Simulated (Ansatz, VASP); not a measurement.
**Ti5N6: VASP beside Ansatz**

```
CELL_PARAMETERS angstrom
2.97263 0.00000 0.00000
-1.48632 2.57437 0.00000
0.00000 0.00000 27.13571
ATOMIC_POSITIONS crystal
N 0.33333 0.66667 0.28440
N 0.00000 0.00000 0.36860
N 0.66667 0.33333 0.45496
N 0.33333 0.66667 0.54504
N 0.00000 0.00000 0.63140
N 0.66667 0.33333 0.71560
Ti 0.66667 0.33333 0.31315
Ti 0.33333 0.66667 0.41007
Ti 0.00000 0.00000 0.50000
Ti 0.66667 0.33333 0.58993
Ti 0.33333 0.66667 0.68685
```

Alike in both runs: functional PBEsol; k mesh 12 × 12 × 1; occupations gaussian, width 0.1 eV; no spin polarisation.

Ansatz relaxed the structure, and its values are those at the end. VASP's run is a single point on that final structure, the one shown.

|  | VASP | Ansatz |
| --- | --- | --- |
| version | VASP 6.6.1 | Ansatz 0.2.0 |
| potentials or method | VASP PAW PBE potentials, release 64 (N, Ti_sv), cutoff 520 eV | scalar-relativistic, plane waves, PAW |
| valence electrons in the cell | 90 | 90 |

VASP gave:

* gap on the k mesh at the Fermi level (eV): none
* rms of the force components (eV/Å): 0.020

Question: Estimate Ansatz's values.

Answer: gap on the k mesh at the Fermi level (eV): none; rms of the force components (eV/Å): 0.001.

VASP's potentials were made for PBE, not for PBEsol. A gap of «none» marks a metal or a gap that the smearing closes. With one functional, cell and mesh, what is left measures potentials, basis and numerics.
